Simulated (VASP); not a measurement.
# CdMo2 (R-3m) in VASP: a series of runs

The runs below take CdMo2 through single point, relaxation of cell and atoms, with PBE.

All numbers are computed with VASP 6.6.1; they aren't measurements. Logs are shortened: lines on timing, memory, paths and dates and some standing lists are left out, and cuts for length are marked.

## Step 1: The cell of the first run

The structure is trigonal, space group R-3m (No. 166). Conventional cell: a = 3.481 Å, b = 3.481 Å, c = 15.769 Å, α = 90.00°, β = 90.00°, γ = 120.00°. Cd (site symmetry -3m) has 6 Mo at 2.40 Å within 3.2 Å. Within 3.5 Å of Mo (site symmetry 3m) lie 3 Cd at 2.40 Å and 12 Mo at 3.31 to 3.48 Å.

## Step 2: Single point, PBE

INCAR reads:

```
SYSTEM = CdMo2
  PREC = Accurate
  ENCUT = 520
  EDIFF = 1E-6
  ISMEAR = 0
  SIGMA = 0.1
  LREAL = .False.
  LASPH = .True.
  NELM = 100
  ALGO = Fast
  ISIF = 2
  LWAVE = .False.
  LCHARG = .False.
  GGA = PE
  NBANDS = 27
```

KPOINTS reads:

```
Automatic mesh
0
Gamma
  6 6 6
  0 0 0
```

POSCAR reads:

```
CdMo2
1.0
    1.7403584014      1.0047963915      5.2563275782
   -1.7403584014      1.0047963915      5.2563275782
    0.0000000000     -2.0095927830      5.2563275782
Cd Mo
1 2
Direct
    0.0000000000      0.0000000000      0.0000000000
    0.7500000000      0.7500000000      0.7500000000
    0.2500000000      0.2500000000      0.2500000000
```

Potentials or basis: VASP PAW PBE potentials, release 64 (Cd, Mo_sv).

On the command line:

```bash
$ cat potpaw_PBE.64/Cd/POTCAR potpaw_PBE.64/Mo_sv/POTCAR > POTCAR
$ mpirun -np 1 vasp_std > vasp.out
```

OUTCAR:

```text
SYSTEM = CdMo2
   PREC = Accurate
   ENCUT = 520
   EDIFF = 1E-6
   ISMEAR = 0
   LREAL = .False.
   LASPH = .True.
   NELM = 100
   ISIF = 2
   GGA = PE

 ion  position               nearest neighbor table
   1  0.000  0.000  0.000-   2 2.40   3 2.40   2 2.40   2 2.40   3 2.40   3 2.40
   2  0.750  0.750  0.750-   1 2.40   1 2.40   1 2.40   3 3.31   3 3.31   3 3.31   3 3.31   3 3.31
                             3 3.31
   3  0.250  0.250  0.250-   1 2.40   1 2.40   1 2.40   2 3.31   2 3.31   2 3.31   2 3.31   2 3.31
                             2 3.31

  LATTYP: Found a trigonal (rhomboedric) cell.
 ALAT       =     5.6273832963
 COS(alpha) =     0.8087090652

  Lattice vectors:

 A1 = (   1.7403584014,   1.0047963915,   5.2563275782)
 A2 = (  -1.7403584014,   1.0047963915,   5.2563275782)
 A3 = (   0.0000000000,  -2.0095927830,   5.2563275782)

Analysis of symmetry for initial positions (statically):
=====================================================================
 Subroutine PRICEL returns:
 Original cell was already a primitive cell.

 Routine SETGRP: Setting up the symmetry group for a
 trigonal (rhombohedral) supercell.

 Subroutine GETGRP returns: Found 12 space group operations
 (whereof 12 operations were pure point group operations)
 out of a pool of 12 trial point group operations.

The static configuration has the point symmetry D_3d.

Analysis of symmetry for dynamics (positions and initial velocities):
=====================================================================
 Subroutine PRICEL returns:
 Original cell was already a primitive cell.

 Routine SETGRP: Setting up the symmetry group for a
 trigonal (rhombohedral) supercell.

 Subroutine GETGRP returns: Found 12 space group operations
 (whereof 12 operations were pure point group operations)
 out of a pool of 12 trial point group operations.

The dynamic configuration has the point symmetry D_3d.

 Subroutine INISYM returns: Found 12 space group operations
 (whereof 12 operations are pure point group operations),
 and found     1 'primitive' translations

----------------------------------------------------------------------------------------

                                     Primitive cell

  volume of cell :      55.1506

  direct lattice vectors                    reciprocal lattice vectors
     1.740358401  1.004796391  5.256327578     0.287297145  0.165871084  0.063415632
    -1.740358401  1.004796391  5.256327578    -0.287297145  0.165871084  0.063415632
     0.000000000 -2.009592783  5.256327578     0.000000000 -0.331742168  0.063415632
[... 87 lines left out ...]
   LREAL  =      F    real-space projection
   EDIFFG = 0.1E-04   stopping-criterion for IOM
   NSW    =      0    number of steps for IOM
   IBRION =     -1    ionic relax: 0-MD 1-quasi-New 2-CG
   NFREE  =      0    steps in history (QN), initial steepest desc. (CG)
   ISIF   =      2    stress and relaxation
   ISYM   =      2    0-nonsym 1-usesym 2-fastsym
   POTIM  = 0.5000    time-step for ionic-motion
   TEBEG  =    0.0;   TEEND  =   0.0 temperature during run
   PSTRESS=    0.0 pullay stress
   NELECT =      40.0000    total number of electrons
   NUPDOWN=      -1.0000    fix difference up-down
   EMIN   =  10.00;   EMAX   =-10.00  energy-range for DOS
   EFERMI =   0.00;   METHOD = LEGACY
   ISMEAR =     0;   SIGMA  =   0.10  broadening in eV -4-tet -1-fermi 0-gaus
   EFERMI_NEDOS =   21; number of points for ismear=-14 and -15
   IALGO  =     68    algorithm
   IMIX   =      4    mixing-type and parameters
     AMIX     =   0.40;   BMIX     =  1.00
     AMIX_MAG =   1.60;   BMIX_MAG =  1.00
  volume/ion in A,a.u.               =      18.38       124.06
  Fermi-wavevector in a.u.,A,eV,Ry     =   1.470883  2.779565 29.436146  2.163496
  Thomas-Fermi vector in A             =   2.586086
   LORBIT       =      0    0 simple, 1 ext, 2 COOP (PROOUT), +10 PAW based schemes
   GGA     = PE    functional components
   LHFCALC =     F    Hartree Fock is set to
   AEXX    =    0.0000 exact exchange contribution
   IVDW    =     0    specifies the selected vdW correction
   LEPSILON=     F    determine dielectric tensor
   LRPA    =     F    only Hartree local field effects (RPA)
 non-spin polarized calculation
 RMM-DIIS sequential band-by-band and
 Gauss-broadening in eV      SIGMA  =   0.10
  energy-cutoff  :      520.00
  volume of cell :       55.15
 maximum number of plane-waves:      1508
 NGX is ok and might be reduce to    42

 number of electron      40.0000005 magnetization

 Free energy of the ion-electron system (eV)
  ---------------------------------------------------
  ext. energy  EPLUGINS =         0.00000000
  ---------------------------------------------------
  free energy    TOTEN  =       -14.05491586 eV

  energy without entropy =      -14.04018742  energy(sigma->0) =      -14.04755164

 E-fermi :   7.6770     XC(G=0): -12.1309

 val. band max:        7.6695927619   @ k =  -0.3333   0.5000   0.3333
 cond. band min:       7.7349209395   @ k =   0.3333   0.0000   0.0000
 fundamental gap:      0.0653281776
 Fermi energy:         7.6769965834

 k-point     1 :       0.0000    0.0000    0.0000
  band No.  band energies     occupation
      1     -53.3094      2.00000
      2     -53.2750      2.00000
      3     -27.5387      2.00000
      4     -27.4171      2.00000
      5     -27.4171      2.00000
      6     -27.3351      2.00000
[... 709 lines left out ...]
     26      12.0064      0.00000
     27      12.8928      0.00000

 [... further k-points ...]

------------------------ aborting loop because EDIFF is reached ----------------------------------------

  FORCE on cell =-STRESS in cart. coord.  units (eV):
  Direction    XX          YY          ZZ          XY          YZ          ZX
  --------------------------------------------------------------------------------------
  -------------------------------------------------------------------------------------
  Total       13.5840794     13.5840794      9.3589691      0.0000000     -0.0000000      0.0000000
  in kB      394.6302391    394.6302390    271.8868252      0.0000000     -0.0000000      0.0000000
  external PRESSURE =     353.7157678 kB  Pullay stress =       0.0000000 kB

 VOLUME and BASIS-vectors are now :
 -----------------------------------------------------------------------------
  energy-cutoff  :      520.00
  volume of cell :       55.15
      direct lattice vectors                 reciprocal lattice vectors
     1.740358401  1.004796391  5.256327578     0.287297145  0.165871084  0.063415632
    -1.740358401  1.004796391  5.256327578    -0.287297145  0.165871084  0.063415632
     0.000000000 -2.009592783  5.256327578     0.000000000 -0.331742168  0.063415632

 POSITION                                       TOTAL-FORCE (eV/Angst)
 -----------------------------------------------------------------------------------
      0.00000      0.00000      0.00000         0.000000      0.000000     -0.000000
      0.00000      0.00000     11.82674        -0.000000     -0.000000      7.342100
      0.00000      0.00000      3.94225        -0.000000     -0.000000     -7.342100
 -----------------------------------------------------------------------------------
    total drift:                                0.000000      0.000000     -0.000000

  FREE ENERGIE OF THE ION-ELECTRON SYSTEM (eV)
  ---------------------------------------------------
  free  energy   TOTEN  =       -14.0549158598 eV

  energy  without entropy=      -14.0401874245  energy(sigma->0) =      -14.04755164
```

stdout:

```text
POSCAR found type information on POSCAR CdMo
 POSCAR found :  2 types and       3 ions
 scaLAPACK will be used
 LDA part: xc-table for (Slater+PW92), standard interpolation
 POSCAR, INCAR and KPOINTS ok, starting setup
 FFT: planning ... GRIDC
 FFT: planning ... GRID_SOFT
 FFT: planning ... GRID
 WAVECAR not read
 entering main loop
```

Wall time 52 s (1 thread of Intel Xeon 6975P-C (Granite Rapids), shared host); peak memory 0.27 GiB.

Results:

| Property | Result |
| --- | --- |
| Free energy | -14.0549 eV |
| Pressure | 35.4 GPa |
| Largest force | 7.342 eV/Å |
| Band gap on the k mesh | zero (bands 20 and 21 overlap by 0.72 eV) |

Forces on the atoms (eV/Å):
```
Cd   0.000  0.000  0.000
Mo   0.000  0.000  7.342
Mo   0.000  0.000 -7.342
```

Stress tensor (GPa, compression positive):
```
39.46  0.00  0.00
 0.00 39.46  0.00
 0.00  0.00 27.19
```

Levels at points of the mesh, in eV from the Fermi level:
```csv
k point,band 16,band 17,band 18,band 19,band 20,band 21,band 22,band 23,band 24,band 25
"(0.00, 0.00, 0.00)",-1.70,-1.70,-0.34,-0.34,-0.07,0.39,1.36,1.36,1.54,1.54
"(0.50, 0.00, 0.00)",-2.06,-1.56,-1.15,-1.14,-0.40,0.40,0.95,1.68,1.99,2.68
"(0.50, 0.50, 0.00)",-1.82,-1.51,-1.35,-0.48,0.60,0.84,1.30,1.61,1.64,2.20
"(0.50, 0.50, 0.50)",-1.33,-1.33,-0.97,-0.36,0.16,0.16,0.23,0.23,1.38,1.38
```

Caveat: the stress differs along the axes, from 27 to 39 GPa; forces of over 1 eV/Å act on the atoms, so gaps and moduli don't describe the material at rest.

## Step 3: Single point, PBE

This run uses another cell than the first one, of the same volume but with other edges.

INCAR reads:

```
SYSTEM = CdMo2
PREC = Accurate
ENCUT = 520
EDIFF = 1E-6
ISMEAR = 0
SIGMA = 0.1
LREAL = .False.
LASPH = .True.
NELM = 60
ALGO = Fast
ISIF = 2
LWAVE = .False.
LCHARG = .False.
GGA = PE
NBANDS = 27
```

KPOINTS is that of step 2.

POSCAR reads:

```
CdMo2
1.0
    1.5232047748      0.8794226867      6.8576427800
   -1.5232047748      0.8794226867      6.8576427800
    0.0000000000     -1.7588453735      6.8576427800
Cd Mo
1 2
Direct
    0.0000000000      0.0000000000      0.0000000000
    0.7903700817      0.7903700817      0.7903700817
    0.2096299183      0.2096299183      0.2096299183
```

Potentials or basis: VASP PAW PBE potentials, release 64 (Cd, Mo_sv).

On the command line:

```bash
$ cat potpaw_PBE.64/Cd/POTCAR potpaw_PBE.64/Mo_sv/POTCAR > POTCAR
$ mpirun -np 1 vasp_std > vasp.out
```

OUTCAR:

```text
SYSTEM = CdMo2
   PREC = Accurate
   ENCUT = 520
   EDIFF = 1E-6
   ISMEAR = 0
   LREAL = .False.
   LASPH = .True.
   NELM = 60
   ISIF = 2
   GGA = PE

 ion  position               nearest neighbor table
   1  0.000  0.000  0.000-   2 3.09   3 3.09   2 3.09   2 3.09   3 3.09   3 3.09
   2  0.790  0.790  0.790-   3 2.49   3 2.49   3 2.49   1 3.09   1 3.09   1 3.09
   3  0.210  0.210  0.210-   2 2.49   2 2.49   2 2.49   1 3.09   1 3.09   1 3.09

  LATTYP: Found a trigonal (rhomboedric) cell.
 ALAT       =     7.0796046179
 COS(alpha) =     0.9074175706

[... 914 lines left out ...]

  FORCE on cell =-STRESS in cart. coord.  units (eV):
  Direction    XX          YY          ZZ          XY          YZ          ZX
  --------------------------------------------------------------------------------------
  -------------------------------------------------------------------------------------
  Total        0.1758128      0.1758128      0.2674685      0.0000000     -0.0000000      0.0000000
  in kB        5.1106849      5.1106849      7.7750134      0.0000000     -0.0000000      0.0000000
  external PRESSURE =       5.9987944 kB  Pullay stress =       0.0000000 kB

 VOLUME and BASIS-vectors are now :
 -----------------------------------------------------------------------------
  energy-cutoff  :      520.00
  volume of cell :       55.12
      direct lattice vectors                 reciprocal lattice vectors
     1.523204775  0.879422687  6.857642780     0.328255274  0.189518271  0.048607567
    -1.523204775  0.879422687  6.857642780    -0.328255274  0.189518271  0.048607567
     0.000000000 -1.758845374  6.857642780     0.000000000 -0.379036541  0.048607567

 POSITION                                       TOTAL-FORCE (eV/Angst)
 -----------------------------------------------------------------------------------
      0.00000      0.00000      0.00000         0.000000     -0.000000     -0.000000
      0.00000     -0.00000     16.26023         0.000000      0.000000     -0.049447
      0.00000     -0.00000      4.31270         0.000000     -0.000000      0.049447
 -----------------------------------------------------------------------------------
    total drift:                               -0.000000      0.000000     -0.000000

  FREE ENERGIE OF THE ION-ELECTRON SYSTEM (eV)
  ---------------------------------------------------
  free  energy   TOTEN  =       -21.4333636040 eV

  energy  without entropy=      -21.4213696829  energy(sigma->0) =      -21.42736664
```

OSZICAR:

```text
N       E                     dE             d eps       ncg     rms          rms(c)
DAV:   1     0.436870057514E+03    0.43687E+03   -0.24978E+04  1784   0.154E+03
DAV:   2    -0.954861319805E+01   -0.44642E+03   -0.43619E+03  1934   0.468E+02
DAV:   3    -0.231684865151E+02   -0.13620E+02   -0.13361E+02  2017   0.873E+01
DAV:   4    -0.232828827735E+02   -0.11440E+00   -0.11410E+00  1838   0.706E+00
DAV:   5    -0.232835440235E+02   -0.66125E-03   -0.66123E-03  1839   0.584E-01    0.181E+01
RMM:   6    -0.216100691852E+02    0.16735E+01   -0.35659E+00  1786   0.108E+01    0.768E+00
RMM:   7    -0.214411145077E+02    0.16895E+00   -0.87674E-01  1857   0.561E+00    0.176E+00
RMM:   8    -0.214355058594E+02    0.56086E-02   -0.81402E-02  1943   0.166E+00    0.128E+00
RMM:   9    -0.214333520013E+02    0.21539E-02   -0.18353E-02  1841   0.106E+00    0.231E-01
RMM:  10    -0.214333263165E+02    0.25685E-04   -0.30252E-03  2001   0.338E-01    0.997E-02
RMM:  11    -0.214333583057E+02   -0.31989E-04   -0.49204E-04  1962   0.148E-01    0.278E-02
RMM:  12    -0.214333623257E+02   -0.40200E-05   -0.90559E-05  1900   0.582E-02    0.951E-03
RMM:  13    -0.214333635111E+02   -0.11854E-05   -0.15060E-05  1788   0.276E-02    0.343E-03
RMM:  14    -0.214333636040E+02   -0.92989E-07   -0.33207E-06  1319   0.124E-02
   1 F= -.21433364E+02 E0= -.21427367E+02  d E =-.119939E-01
```

stdout:

```text
POSCAR found type information on POSCAR CdMo
 POSCAR found :  2 types and       3 ions
 scaLAPACK will be used
 LDA part: xc-table for (Slater+PW92), standard interpolation
 POSCAR, INCAR and KPOINTS ok, starting setup
 FFT: planning ... GRIDC
 FFT: planning ... GRID_SOFT
 FFT: planning ... GRID
 WAVECAR not read
 entering main loop
```

Run time: 2.1 min. Hardware: 1 thread of Intel Xeon 6975P-C (Granite Rapids), shared host; peak memory 0.39 GiB.

Results:

```yaml
Free_energy: -21.4334 eV
Pressure: 0.6 GPa
Largest_force: 0.049 eV/Å
Band_gap_on_the_k_mesh: zero (bands 20 and 21 overlap by 2.47 eV)
```

Forces on the atoms (eV/Å):
```
Cd   0.000  0.000  0.000
Mo   0.000  0.000 -0.049
Mo   0.000  0.000  0.049
```

Caveat: the k points lie up to 0.40 Å⁻¹ apart, too coarse for converged energies and pressures of a metal.

## Step 4: Relaxation of cell and atoms, PBE

INCAR reads:

```
PREC = Accurate
ENCUT = 600
EDIFF = 1E-7
ISMEAR = 0
SIGMA = 0.1
LREAL = False
LASPH = True
NELM = 80
ALGO = Normal
ISIF = 3
LWAVE = False
LCHARG = False
GGA = PE
IBRION = 2
NSW = 90
EDIFFG = -0.04
```

KPOINTS reads:

```
regular mesh
0
Gamma
  6 6 6
```

POSCAR reads:

```
CdMo2
1.0
    1.7403584014      1.0047963915      5.2563275782
   -1.7403584014      1.0047963915      5.2563275782
    0.0000000000     -2.0095927830      5.2563275782
Cd Mo
1 2
Direct
    0.0000000000      0.0000000000      0.0000000000
    0.7500000000      0.7500000000      0.7500000000
    0.2500000000      0.2500000000      0.2500000000
```

On the command line:

```bash
$ cat potpaw_PBE.64/Cd/POTCAR potpaw_PBE.64/Mo_sv/POTCAR > POTCAR
$ mpirun -np 1 vasp_std > vasp.out
```

Run time: 17 min. Hardware: 1 thread of Intel Xeon 6975P-C (Granite Rapids), shared host; peak memory 0.39 GiB.

It converged, with:

```
Free energy                           : -21.4217 eV
Relaxed volume                        : 18.39 Å³/atom
Relaxed cell                          : a = 7.072 Å, b = 7.072 Å, c = 7.072 Å, α = 24.90°, β = 24.90°, γ = 24.90°
Space group after relaxing (to 0.1 Å) : R-3m (No. 166)
Energy gained by relaxing             : 2455.7 meV/atom
Ionic steps                           : 27
Pressure after relaxing               : 0.1 GPa
Largest force after relaxing          : 0.019 eV/Å
Band gap on the k mesh                : zero (bands 20 and 21 overlap by 2.46 eV)
```

Forces in eV/Å, atoms in the order of the input:
```
Cd   0.000  0.000  0.000
Mo   0.000  0.000  0.019
Mo   0.000  0.000 -0.019
```

Stress tensor (GPa, compression positive):
```
 0.10  0.00  0.00
 0.00  0.10  0.00
 0.00  0.00 -0.02
```

The path:
```
step  energy change (eV)  largest force (eV/Å)  pressure (GPa)  volume (Å³)
   1              0.0000                7.3422           35.27        55.15
   2             -0.4497                2.6911          -21.81        94.07
   3             -2.2256                3.3459          -13.72        70.75
   4             -2.2474                3.4551          -12.06        69.37
   5             -2.2500                3.5757          -10.28        68.10
   6             -4.3072                4.2895           -8.08        61.71
   7             -5.0324                2.4581           27.90        52.60
   8             -5.4509                2.7401            2.98        56.98
   9             -5.5667                1.2082            9.26        55.56
  10             -5.3648                4.0649            9.40        60.63
  11             -5.7802                1.3285            8.00        57.59
  12             -5.9440                0.6551          -11.77        66.32
  13             -6.0217                0.1269           -5.98        63.03
  14             -6.4879                0.7142           -9.77        62.68
  15             -6.9861                2.0788          -11.97        58.44
  16             -6.9286                1.7180          -13.09        61.17
  17             -7.2743                1.0523           -7.08        57.58
  18             -7.3566                0.5301           -2.11        55.48
  19             -7.3597                0.3944           -0.59        54.94
  20             -7.3597                0.4257           -0.94        55.07
  21             -7.3647                0.2618           -0.49        55.08
  22             -7.3660                0.1279           -0.10        55.09
  23             -7.3660                0.1218           -0.07        55.09
  24             -7.3665                0.0823            0.09        55.07
  25             -7.3669                0.0268            0.32        55.03
  26             -7.3669                0.0001            0.43        55.02
  27             -7.3672                0.0190            0.06        55.18
```

Final structure:
```
Cd Mo
1.0
     1.52492    0.88041    6.84967
    -1.52492    0.88041    6.84967
     0.00000   -1.76083    6.84967
Cd Mo
1 2
Direct
  0.00000 0.00000 0.00000
  0.79027 0.79027 0.79027
  0.20973 0.20973 0.20973
```

Levels at points of the mesh, in eV from the Fermi level:
| k point | band 16 | band 17 | band 18 | band 19 | band 20 | band 21 | band 22 | band 23 | band 24 |
| --- | --- | --- | --- | --- | --- | --- | --- | --- | --- |
| (0.00, 0.00, 0.00) | -3.89 | -2.39 | -1.78 | -1.78 | -1.73 | -1.73 | 1.77 | 1.77 | 3.43 |
| (0.50, 0.00, 0.00) | -3.08 | -2.19 | -2.06 | -1.52 | 0.73 | 1.04 | 2.18 | 2.33 | 3.28 |
| (0.50, 0.50, 0.00) | -3.20 | -1.62 | -1.62 | -0.53 | -0.48 | 1.04 | 1.35 | 2.31 | 2.39 |
| (0.50, 0.50, 0.50) | -4.48 | -1.79 | -1.79 | -1.69 | -1.69 | -0.85 | 1.69 | 1.69 | 2.84 |

Caveat: a cell axis changed by over 15 % at a fixed basis, so the end point is rough.

## Step 5: Summary

```csv
task,cell,cutoff (eV),gap on the mesh (eV),pressure (GPa),largest force (eV/Å)
single point,"a = 5.627 Å, angles 36.0°, 3 atoms, atomic positions A",520,none,35.4,7.34
single point,"a = 7.080 Å, angles 24.8°, 3 atoms, atomic positions B",520,none,0.6,0.05
relaxation of cell and atoms,"relaxed from a = 5.627 Å, angles 36.0°, 3 atoms, atomic positions A",600,none,0.1,0.02
```

Alike in all rows: level PBE; potentials or basis VASP PAW PBE potentials, release 64 (Cd, Mo_sv); no spin polarisation; k mesh 6 × 6 × 6; smearing gaussian 0.1 eV.

Caveats: some runs use coarse meshes; the stress differs along the axes, from 27 to 39 GPa (at least some runs); forces of over 1 eV/Å act on the atoms, so gaps and moduli don't describe the material at rest (at least some runs); a cell axis changed by over 15 % at a fixed basis, so the end point is rough (at least some runs).

Absolute energies hang on the potentials; compare differences alone.

The gap in the log of VASP goes by the Fermi energy; the results here count the filled bands.